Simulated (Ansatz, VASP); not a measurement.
C in VASP and in Ansatz

```xyz
8
Lattice="3.8957 0.0000 0.0000 0.0000 3.8957 0.0000 0.0000 0.0000 3.8957" Properties=species:S:1:pos:R:3 pbc="T T T"
C     0.0000    0.0000    0.0000
C     1.9478    1.9478    1.9478
C     0.9739    3.8957    1.9478
C     2.9217    0.0000    1.9478
C     1.9478    0.9739    3.8957
C     1.9478    2.9217    3.8957
C     0.0000    1.9478    0.9739
C     0.0000    1.9478    2.9217
```

Alike in both runs: functional r2SCAN; k mesh 7 × 7 × 7; occupations fermi-dirac, width 0.1 eV; no spin polarisation.

Ansatz relaxed the structure, and its values are those at the end. VASP's run is a single point on that final structure, the one shown.

```csv
,VASP,Ansatz
version,VASP 6.6.1,Ansatz 0.2.0
potentials or method,"VASP PAW PBE potentials, release 64 (C), cutoff 520 eV","plane waves (500 eV) with PAW, scalar-relativistic"
valence electrons in the cell,32,32
```

VASP gave:

* pressure (GPa): 0.2

Estimate Ansatz's values.

pressure (GPa): 0.0.

VASP's potentials were made for PBE, not for r2SCAN.
